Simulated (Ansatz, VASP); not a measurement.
## GaP: VASP beside Ansatz

File INCAR:

```
SYSTEM = GaP
PREC = Accurate
ENCUT = 520
EDIFF = 1E-6
ISMEAR = 0
SIGMA = 0.05
LREAL = .False.
LASPH = .True.
NELM = 80
ALGO = Normal
ISIF = 2
LWAVE = .False.
LCHARG = .False.
GGA = PE
NBANDS = 26
```

The input KPOINTS:

```
Automatic mesh
0
Gamma
  9 9 9
  0 0 0
```

POSCAR

```
GaP
1.0
    2.0963677327      1.2103384748      6.4088756746
   -2.0963677327      1.2103384748      6.4088756746
    0.0000000000     -2.4206769496      6.4088756746
Ga P
2 2
Direct
    0.4355841032      0.4355841032      0.4355841032
    0.5644158968      0.5644158968      0.5644158968
    0.0575077006      0.0575077006      0.0575077006
    0.9424922994      0.9424922994      0.9424922994
```

Input for Ansatz:

```yaml
crystal:
  lattice:
    - [2.0963677327, 1.2103384748, 6.4088756746]
    - [-2.0963677327, 1.2103384748, 6.4088756746]
    - [0.0, -2.4206769496, 6.4088756746]
  atoms:
    - { symbol: Ga, position: [0.4355841032, 0.4355841032, 0.4355841032] }
    - { symbol: Ga, position: [0.5644158968, 0.5644158968, 0.5644158968] }
    - { symbol: P, position: [0.0575077006, 0.0575077006, 0.0575077006] }
    - { symbol: P, position: [0.9424922994, 0.9424922994, 0.9424922994] }
basis:
  ecutwfc: 420
kpoints:
  mp_grid: { grid: [9, 9, 9] }
hamiltonian:
  xc: pbe
  pseudopotentials: { kind: paw, azcp: { folder: soft_1 } }
scf:
  occupations: { method: gaussian, width: 0.05 }
output:
  forces: true
  stress: true
  eigenvalues: true
```

Alike in both runs: task single point; functional PBE; k mesh 9 × 9 × 9; occupations gaussian, width 0.05 eV; no spin polarisation.

```csv
,VASP,Ansatz
version,VASP 6.6.1,Ansatz 0.2.0
potentials or method,"VASP PAW PBE potentials, release 64 (Ga_d, P), cutoff 520 eV","scalar-relativistic, plane waves, PAW"
valence electrons in the cell,36,36
```

Ansatz gave:

| Property | Result |
| --- | --- |
| gap on the k mesh at the Fermi level (eV) | 0.16 |
| least direct gap on the mesh (eV) | 0.22 |
| pressure (GPa) | -6.3 |
| traceless stress, the component that is largest in VASP (GPa) | 5.80 |
| rms of the force components (eV/Å) | 0.254 |

**Question.** Estimate VASP's values.

**Answer.** gap on the k mesh at the Fermi level (eV): 0.15; least direct gap on the mesh (eV): 0.21; pressure (GPa): -6.3; traceless stress, the component that is largest in VASP (GPa): 5.71; rms of the force components (eV/Å): 0.242.

Atom by atom the forces differ by 0.018 eV/Å (rms over components).
